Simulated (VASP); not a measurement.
# Mg (Im-3m) in VASP: relaxation of cell and atoms with LDA

Aim: the relaxation of cell and atoms of Mg with LDA.

Program: VASP 6.6.1. These are calculated values, not measurements. Logs are shortened: lines on timing, memory, paths and dates and some standing lists are left out, and cuts for length are marked.

## (1) The cell of the first run

The structure is cubic, space group Im-3m (No. 229). Conventional cell: a = 3.595 Å, b = 3.595 Å, c = 3.595 Å, α = 90.00°, β = 90.00°, γ = 90.00°. Mg (site symmetry m-3m) has 14 Mg at 3.11 to 3.60 Å within 4.1 Å.

This isn't the form of Mg at room conditions, which is hcp.

## (2) Relaxation of cell and atoms, LDA

The input, INCAR:

```
  PREC = Accurate
  ENCUT = 750
  EDIFF = 1E-7
  ISMEAR = -1
  SIGMA = 0.1
  LREAL = F
  LASPH = T
  NELM = 120
  ALGO = Normal
  ISIF = 3
  LWAVE = F
  LCHARG = F
  GGA = CA
  IBRION = 2
  NSW = 80
  EDIFFG = -0.01
  GGA_COMPAT = F
  NELMIN = 4
```

The input, KPOINTS:

```
regular mesh
0
Gamma
  12 12 12
```

The input, POSCAR:

```
Mg
1.0
   -1.7976546712      1.7976546712      1.7976546712
    1.7976546712     -1.7976546712      1.7976546712
    1.7976546712      1.7976546712     -1.7976546712
Mg
1
Direct
    0.0000000000      0.0000000000      0.0000000000
```

Potentials or basis: VASP PAW LDA potentials, release 64 (Mg_sv).

Command:

```console
$ cat potpaw_LDA.64/Mg_sv/POTCAR > POTCAR
$ mpirun -np 1 vasp_std > vasp.out
```

OUTCAR:

```text
PREC = Accurate
   ENCUT = 750
   EDIFF = 1E-7
   ISMEAR = -1
   LREAL = F
   LASPH = T
   NELM = 120
   ISIF = 3
   GGA = CA
   IBRION = 2
   NSW = 80
   EDIFFG = -0.01
   NELMIN = 4

 ion  position               nearest neighbor table
   1  0.000  0.000  0.000-

  LATTYP: Found a body centered cubic cell.
 ALAT       =     3.5953093424

  Lattice vectors:

 A1 = (  -1.7976546712,   1.7976546712,   1.7976546712)
 A2 = (   1.7976546712,  -1.7976546712,   1.7976546712)
 A3 = (   1.7976546712,   1.7976546712,  -1.7976546712)

Analysis of symmetry for initial positions (statically):
=====================================================================
 Subroutine PRICEL returns:
 Original cell was already a primitive cell.

 Routine SETGRP: Setting up the symmetry group for a
 body centered cubic supercell.

 Subroutine GETGRP returns: Found 48 space group operations
 (whereof 48 operations were pure point group operations)
 out of a pool of 48 trial point group operations.

The static configuration has the point symmetry O_h .

Analysis of symmetry for dynamics (positions and initial velocities):
=====================================================================
 Subroutine PRICEL returns:
 Original cell was already a primitive cell.

 Routine SETGRP: Setting up the symmetry group for a
 body centered cubic supercell.

 Subroutine GETGRP returns: Found 48 space group operations
 (whereof 48 operations were pure point group operations)
 out of a pool of 48 trial point group operations.

The dynamic configuration has the point symmetry O_h .

 Subroutine INISYM returns: Found 48 space group operations
 (whereof 48 operations are pure point group operations),
 and found     1 'primitive' translations

----------------------------------------------------------------------------------------

                                     Primitive cell

  volume of cell :      23.2369

  direct lattice vectors                    reciprocal lattice vectors
    -1.797654671  1.797654671  1.797654671     0.000000000  0.278140183  0.278140183
     1.797654671 -1.797654671  1.797654671     0.278140183  0.000000000  0.278140183
     1.797654671  1.797654671 -1.797654671     0.278140183  0.278140183  0.000000000

  length of vectors
     3.113629225  3.113629225  3.113629225     0.393349620  0.393349620  0.393349620

  position of ions in fractional coordinates (direct lattice)
     0.000000000  0.000000000  0.000000000

  ion indices of the primitive-cell ions
   primitive index   ion index
                 1           1

----------------------------------------------------------------------------------------

 KPOINTS: regular mesh

Automatic generation of k-mesh.
 Grid dimensions read from file:
 generate k-points for:   12   12   12

 Generating k-lattice:

  Cartesian coordinates                     Fractional coordinates (reciprocal lattice)
     0.000000000  0.023178349  0.023178349     0.083333333  0.000000000  0.000000000
     0.023178349  0.000000000  0.023178349     0.000000000  0.083333333  0.000000000
     0.023178349  0.023178349  0.000000000     0.000000000  0.000000000  0.083333333

  Length of vectors
     0.032779135  0.032779135  0.032779135

  Shift w.r.t. Gamma in fractional coordinates (k-lattice)
     0.000000000  0.000000000  0.000000000

 Subroutine IBZKPT returns following result:
 ===========================================

 Found     72 irreducible k-points:

 Following reciprocal coordinates:
            Coordinates               Weight
  0.000000  0.000000  0.000000      1.000000
  0.083333  0.000000  0.000000     12.000000
  0.166667  0.000000  0.000000     12.000000
  0.250000  0.000000  0.000000     12.000000
  0.333333  0.000000  0.000000     12.000000
  0.416667  0.000000  0.000000     12.000000
[... 16 lines left out ...]
  0.333333  0.083333  0.083333     24.000000
  0.416667  0.083333  0.083333     12.000000
 [... further k-points ...]
   k-points           NKPTS =     72   k-points in BZ     NKDIM =     72   number of bands    NBANDS=      9
   number of dos      NEDOS =    301   number of ions     NIONS =      1
   total plane-waves  NPLWV =  21952
   dimension x,y,z NGX =    28 NGY =   28 NGZ =   28
   dimension x,y,z NGXF=    56 NGYF=   56 NGZF=   56
   ions per type =               1
   NGX,Y,Z   is equivalent  to a cutoff of  14.95, 14.95, 14.95 a.u.
   NGXF,Y,Z  is equivalent  to a cutoff of  29.90, 29.90, 29.90 a.u.
 SYSTEM =  unknown system
   PREC   = accura    normal or accurate (medium, high low for compatibility)
   ISTART =      0    job   : 0-new  1-cont  2-samecut
   ICHARG =      2    charge: 1-file 2-atom 10-const
   ISPIN  =      1    spin polarized calculation?
   LNONCOLLINEAR =      F non collinear calculations
   LSORBIT =      F    spin-orbit coupling
   LASPH  =      T    aspherical Exc in radial PAW
   ENCUT  =  750.0 eV  55.12 Ry    7.42 a.u.   6.95  6.95  6.95*2*pi/ulx,y,z
   NELM   =    120;   NELMIN=  4; NELMDL= -5     # of ELM steps
   EDIFF  = 0.1E-06   stopping-criterion for ELM
   LREAL  =      F    real-space projection
   EDIFFG = -.1E-01   stopping-criterion for IOM
   NSW    =     80    number of steps for IOM
   IBRION =      2    ionic relax: 0-MD 1-quasi-New 2-CG
   NFREE  =      1    steps in history (QN), initial steepest desc. (CG)
   ISIF   =      3    stress and relaxation
   ISYM   =      2    0-nonsym 1-usesym 2-fastsym
   POTIM  = 0.5000    time-step for ionic-motion
   TEBEG  =    0.0;   TEEND  =   0.0 temperature during run
   PSTRESS=    0.0 pullay stress
   NELECT =      10.0000    total number of electrons
   NUPDOWN=      -1.0000    fix difference up-down
   EMIN   =  10.00;   EMAX   =-10.00  energy-range for DOS
   EFERMI =   0.00;   METHOD = LEGACY
   ISMEAR =    -1;   SIGMA  =   0.10  broadening in eV -4-tet -1-fermi 0-gaus
   EFERMI_NEDOS =   21; number of points for ismear=-14 and -15
   IALGO  =     38    algorithm
   IMIX   =      4    mixing-type and parameters
     AMIX     =   0.40;   BMIX     =  1.00
     AMIX_MAG =   1.60;   BMIX_MAG =  1.00
  volume/ion in A,a.u.               =      23.24       156.81
  Fermi-wavevector in a.u.,A,eV,Ry     =   1.235991  2.335684 20.785256  1.527673
  Thomas-Fermi vector in A             =   2.370618
   LORBIT       =      0    0 simple, 1 ext, 2 COOP (PROOUT), +10 PAW based schemes
   GGA     = CA    functional components
   LHFCALC =     F    Hartree Fock is set to
   AEXX    =    0.0000 exact exchange contribution
   IVDW    =     0    specifies the selected vdW correction
   LEPSILON=     F    determine dielectric tensor
   LRPA    =     F    only Hartree local field effects (RPA)
 conjugate gradient relaxation of ions
 non-spin polarized calculation
  energy-cutoff  :      750.00
  volume of cell :       23.24
 maximum number of plane-waves:      1107
   NGX = 13   NGY = 13   NGZ = 13

--------------------------------------- Ionic step        1  -------------------------------------------

 number of electron      10.0000005 magnetization

 Free energy of the ion-electron system (eV)
  ---------------------------------------------------
  ext. energy  EPLUGINS =         0.00000000
  ---------------------------------------------------
  free energy    TOTEN  =        -1.73389886 eV

  energy without entropy =       -1.71743760  energy(sigma->0) =       -1.72566823

------------------------ aborting loop because EDIFF is reached ----------------------------------------

  FORCE on cell =-STRESS in cart. coord.  units (eV):
  Direction    XX          YY          ZZ          XY          YZ          ZX
  --------------------------------------------------------------------------------------
  -------------------------------------------------------------------------------------
  Total       -0.4478149     -0.4478149     -0.4478149     -0.0000000     -0.0000000     -0.0000000
  in kB      -30.8766637    -30.8766637    -30.8766637     -0.0000000     -0.0000000     -0.0000000
  external PRESSURE =     -30.8766637 kB  Pullay stress =       0.0000000 kB
[... 55 lines left out ...]
  energy  without entropy=       -1.7368568514  energy(sigma->0) =       -1.74458667

--------------------------------------- Ionic step        3  -------------------------------------------

 number of electron       9.9999997 magnetization

 Free energy of the ion-electron system (eV)
  ---------------------------------------------------
  ext. energy  EPLUGINS =         0.00000000
  ---------------------------------------------------
  free energy    TOTEN  =        -1.75338024 eV

  energy without entropy =       -1.73820616  energy(sigma->0) =       -1.74579320

 E-fermi :   2.5903     XC(G=0):  -9.2144

 val. band max:        2.5375814204   @ k =   0.4167   0.0833   0.0000
 cond. band min:       2.6367148619   @ k =  -0.4167  -0.4167   0.0833
 fundamental gap:      0.0991334415
 Fermi energy:         2.5903406320

 k-point     1 :       0.0000    0.0000    0.0000
  band No.  band energies     occupation
      1     -72.5523      2.00000
      2     -40.0213      2.00000
      3     -40.0213      2.00000
      4     -40.0213      2.00000
      5      -4.6362      2.00000
      6      16.0081      0.00000
      7      16.0081      0.00000
      8      16.0081      0.00000
      9      18.1789      0.00000
[... 265 lines left out ...]
 k-point    24 :       0.4167    0.0833    0.0833
  band No.  band energies     occupation
      1     -72.5475      2.00000
      2     -40.0630      2.00000
      3     -40.0385      2.00000
      4     -40.0240      2.00000
      5       1.3586      1.99999
      6       2.0017      1.99446
      7       8.7869      0.00000
      8      10.0363      0.00000
      9      16.5723      0.00000

 [... further k-points ...]
[... 5 lines left out ...]
  --------------------------------------------------------------------------------------
  -------------------------------------------------------------------------------------
  Total       -0.0058324     -0.0058324     -0.0058324      0.0000000      0.0000000     -0.0000000
  in kB       -0.4373898     -0.4373898     -0.4373898      0.0000000      0.0000000     -0.0000000
  external PRESSURE =      -0.4373898 kB  Pullay stress =       0.0000000 kB
[... 16 lines left out ...]
  FREE ENERGIE OF THE ION-ELECTRON SYSTEM (eV)
  ---------------------------------------------------
  free  energy   TOTEN  =        -1.7533802375 eV

  energy  without entropy=       -1.7382061638  energy(sigma->0) =       -1.74579320

 reached required accuracy - stopping structural energy minimisation
```

Run time: 21 s. Hardware: 1 thread of Intel Xeon 6975P-C (Granite Rapids), shared host; peak memory 0.15 GiB.

What came out:

- Free energy: -1.7534 eV
- Relaxed volume: 21.36 Å³/atom
- Relaxed cell: a = 3.028 Å, b = 3.028 Å, c = 3.028 Å, α = 109.47°, β = 109.47°, γ = 109.47°
- Space group after relaxing (to 0.1 Å): Im-3m (No. 229)
- Energy gained by relaxing: 19.5 meV/atom
- Ionic steps: 3
- Pressure after relaxing: 0.0 GPa
- Band gap on the k mesh: zero (bands 5 and 6 overlap by 4.96 eV)

Step by step:
```tsv
step	energy change (eV)	largest force (eV/Å)	pressure (GPa)	volume (Å³)
1	0.0000	0.0000	-3.09	23.24
2	-0.0184	0.0000	-0.80	21.76
3	-0.0195	0.0000	-0.04	21.36
```

Final structure:
```
Mg
1.0
    -1.74801    1.74801    1.74801
     1.74801   -1.74801    1.74801
     1.74801    1.74801   -1.74801
Mg
1
Direct
  0.00000 0.00000 0.00000
```

Levels at points of the mesh, in eV from the Fermi level:
| k point | band 3 | band 4 | band 5 | band 6 | band 7 | band 8 |
| --- | --- | --- | --- | --- | --- | --- |
| (0.00, 0.00, 0.00) | -42.61 | -42.61 | -7.23 | 13.42 | 13.42 | 13.42 |
| (0.50, 0.00, 0.00) | -42.63 | -42.61 | -1.54 | -0.92 | 8.89 | 9.77 |
| (0.50, 0.50, 0.50) | -42.64 | -42.64 | 4.04 | 4.04 | 4.04 | 4.10 |
